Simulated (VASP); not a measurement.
## Ir: single point with PBEsol

Ir:

```xyz
2
Lattice="2.9715 0.0000 0.0000 -1.4857 2.5734 0.0000 0.0000 0.0000 4.4623" Properties=species:S:1:pos:R:3 pbc="T T T"
Ir    1.4857    0.8578    3.3467
Ir    0.0000    1.7156    1.1156
```

This cell differs from its parent crystal: strain +0.080 along x and y, +0.000 along z.

```yaml
Program: VASP 6.6.1
Task: single point
Functional: PBEsol
Potentials_or_basis: VASP PAW PBE potentials, release 64 (Ir)
Cutoff: 520 eV
k_mesh: 18 × 18 × 12
Occupations: gaussian, width 0.15 eV
Spin: no spin polarisation
Dipole_correction: no
Further_INCAR_settings: ALGO = Fast; EDIFF = 1e-06; NBANDS = 16
```

| Item | Value |
| --- | --- |
| Pressure | -42.6 GPa |
| Band gap on the k mesh | zero (bands 9 and 10 overlap by 2.24 eV) |

Stress tensor (GPa, compression positive):
```
-45.46   0.00   0.00
  0.00 -45.46   0.00
  0.00   0.00 -36.74
```

Levels at points of the mesh, in eV from the Fermi level:
| k point | band 7 | band 8 | band 9 | band 10 | band 11 | band 12 |
| --- | --- | --- | --- | --- | --- | --- |
| (0.00, 0.00, 0.00) | -2.32 | -2.31 | -2.31 | 0.17 | 0.17 | 0.32 |
| (0.50, 0.00, 0.00) | -1.90 | 0.08 | 0.53 | 0.91 | 2.04 | 3.06 |
| (0.00, 0.00, 0.50) | -3.12 | -3.12 | -0.35 | -0.35 | -0.35 | -0.35 |
| (0.50, 0.00, 0.50) | -0.70 | -0.70 | 0.37 | 0.37 | 1.64 | 1.64 |

Run time: 2.4 min on 1 thread of AMD EPYC 7R13 Processor (Zen 3), with other jobs on the host, peak memory 0.22 GiB.

Caveat: the cell differs from its parent crystal (strain +0.080 along x and y, +0.000 along z); the stress differs along the axes, from -45 to -37 GPa; the PAW data sets were made with another functional, which shifts forces and pressure a little; spin-orbit coupling is left out, which moves the levels of the heavy elements.
